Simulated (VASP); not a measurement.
Here is a VASP 6.6.1 calculation.

Contents of INCAR:

```
PREC = Accurate
ENCUT = 520
EDIFF = 1E-6
ISMEAR = -1
SIGMA = 0.05
LREAL = False
LASPH = True
NELM = 100
ALGO = Normal
ISIF = 2
LWAVE = False
LCHARG = False
GGA = PE
NBANDS = 34
```

KPOINTS

```
Automatic mesh
0
Gamma
  9 9 8
```

The input POSCAR:

```
Ga
1.0
    2.1980140000     -3.7885697500     -0.0235057500
    2.3126860000      3.8562302500      0.0911662500
    0.0677505000      0.0677505000      4.5167000000
Ga
4
Direct
    0.1525000000      0.8475000000      0.0785000000
    0.6525000000      0.3475000000      0.4215000000
    0.8475000000      0.1525000000      0.9215000000
    0.3475000000      0.6525000000      0.5785000000
```

Potentials or basis: VASP PAW PBE potentials, release 64 (Ga_d).

The run is started by

```bash
$ cat potpaw_PBE.64/Ga_d/POTCAR > POTCAR
$ mpirun -np 1 vasp_std > vasp.out
```

Q: What does it give for the pressure?

A: 2.5 GPa.

Q: Predict the largest force.

A: 0.500 eV/Å.

Stress tensor (GPa, compression positive):
```
 1.72 -0.89 -1.06
-0.89  4.24 -1.59
-1.06 -1.59  1.65
```

Caveat: the cell differs from its parent crystal (equal xy, yz and zx shear strains of +3 %).
